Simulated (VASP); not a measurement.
A run of VASP 6.6.1 is set up as follows.

The input INCAR:

```
SYSTEM = BiIr
ALGO = Normal
EDIFF = 1E-6
ENCUT = 500
GGA = PE
GGA_COMPAT = .False.
ISIF = 2
ISMEAR = 0
LASPH = .True.
LCHARG = .False.
LREAL = .False.
LWAVE = .False.
NBANDS = 19
NELM = 120
PREC = Accurate
SIGMA = 0.05
```

Contents of KPOINTS:

```
k-points
0
Gamma
  10 10 10
  0 0 0
```

Contents of POSCAR:

```
BiIr
1.0
    0.0000000000      3.0877919816      3.0877919816
    3.0877919816      0.0000000000      3.0877919816
    3.0877919816      3.0877919816      0.0000000000
Ir Bi
1 1
Direct
    0.0000000000      0.0000000000      0.0000000000
    0.2500000000      0.2500000000      0.2500000000
```

Potentials or basis: VASP PAW PBE potentials, release 64 (Ir, Bi_d).

Command:

```sh
$ cat potpaw_PBE.64/Ir/POTCAR potpaw_PBE.64/Bi_d/POTCAR > POTCAR
$ mpirun -np 1 vasp_std > vasp.out
```

(1) Estimate the band gap on the k mesh.

(2) Predict the pressure.

Answers

(1) zero (band 12 reaches 7.17 eV, above the bottom of band 13 at 4.49 eV).

(2) -1.5 GPa.

Caveat: spin-orbit coupling is left out, which moves the levels of the heavy elements.
